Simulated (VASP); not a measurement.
Set up this calculation in VASP 6.6.1, as the native input.

| Item | Value |
| --- | --- |
| Task | single point |
| Functional | BLYP |
| Potentials or basis | VASP PAW PBE potentials, release 64 (Sc_sv) |
| Cutoff | 520 eV |
| k mesh | 13 × 13 × 13 |
| Occupations | fermi-dirac, width 0.1 eV |
| Spin | no spin polarisation |
| Dipole correction | no |
| Further INCAR settings | ALGO = Normal; EDIFF = 1e-06; NBANDS = 18 |

The structure of Sc lies in POSCAR:

```
Sc
1.0
    0.0000000000      3.4442094216      3.4442094216
    3.4442094216      0.0000000000      3.4442094216
    3.4442094216      3.4442094216      0.0000000000
Sc
2
Direct
    0.1250000000      0.1250000000      0.1250000000
    0.8750000000      0.8750000000      0.8750000000
```

This isn't the form of Sc at room conditions, which is hcp.

These files were run (other wordings do the same):

INCAR

```
AGGAC = 1.0
AGGAX = 1.0
ALDAC = 0.0
ALDAX = 1.0
ALGO = Normal
EDIFF = 1E-6
ENCUT = 520
GGA = B5
ISIF = 2
ISMEAR = -1
LASPH = True
LCHARG = False
LREAL = False
LWAVE = False
NBANDS = 18
NELM = 80
PREC = Accurate
SIGMA = 0.1
```

KPOINTS

```
k-points
0
Gamma
  13 13 13
```

Potentials or basis: VASP PAW PBE potentials, release 64 (Sc_sv).

The run is started by

```sh
$ cat potpaw_PBE.64/Sc_sv/POTCAR > POTCAR
$ mpirun -np 1 vasp_std > vasp.out
```

It gave:

```yaml
Pressure: 0.0 GPa
Band_gap_on_the_k_mesh: zero (bands 11 and 12 overlap by 0.68 eV)
```

Caveat: the PAW data sets were made with another functional, which shifts forces and pressure a little.

It took 64 s on 1 thread of Intel(R) Xeon(R) 6975P-C (Granite Rapids), with other jobs on the host, peak memory 0.26 GiB.
